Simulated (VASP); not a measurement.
## C: single point with r2SCAN

C:

```
C
1.0
     0.00000   -4.25351    0.00000
    -2.45584   -2.12676   -3.56176
     2.45584   -2.12676   -3.56176
C
8
Direct
  0.84576 0.51080 0.48920
  0.83330 0.00000 0.00000
  0.33330 0.75000 0.25000
  0.33330 0.25000 0.75000
  0.16670 0.50000 0.50000
  0.16670 0.00000 0.00000
  0.66670 0.75000 0.25000
  0.66670 0.25000 0.75000
```

This cell differs from its parent crystal: atom 1 (C) moved -0.075 Å along Cartesian [1 1 0].

```
Program             : VASP 6.6.1
Task                : single point
Functional          : r2SCAN
Potentials or basis : VASP PAW PBE potentials, release 64 (C)
Cutoff              : 520 eV
k mesh              : 8 × 8 × 8
Occupations         : gaussian, width 0.05 eV
Spin                : no spin polarisation
```

| Property | Result |
| --- | --- |
| Pressure | 1.3 GPa |
| Largest force | 4.489 eV/Å |

Forces in eV/Å, atoms in the order of the input:
```
C    2.934  3.397  0.000
C   -0.514  0.290  0.000
C   -0.051 -0.346  0.000
C    0.046 -0.360  0.000
C   -0.560 -1.557  0.000
C    0.130 -0.188  0.000
C   -0.829 -0.365  0.000
C   -1.157 -0.871  0.000
```

Stress tensor (GPa, compression positive):
```
 0.71 -0.74  0.00
-0.74  3.25  0.00
 0.00  0.00 -0.12
```

It took 28 min on 1 thread of Oxide Virtual Turin-like Processor (shared host), peak memory 0.29 GiB.

Caveat: the cell differs from its parent crystal (atom 1 (C) moved -0.075 Å along Cartesian [1 1 0]); the PAW data sets were made with another functional, which shifts forces and pressure a little.
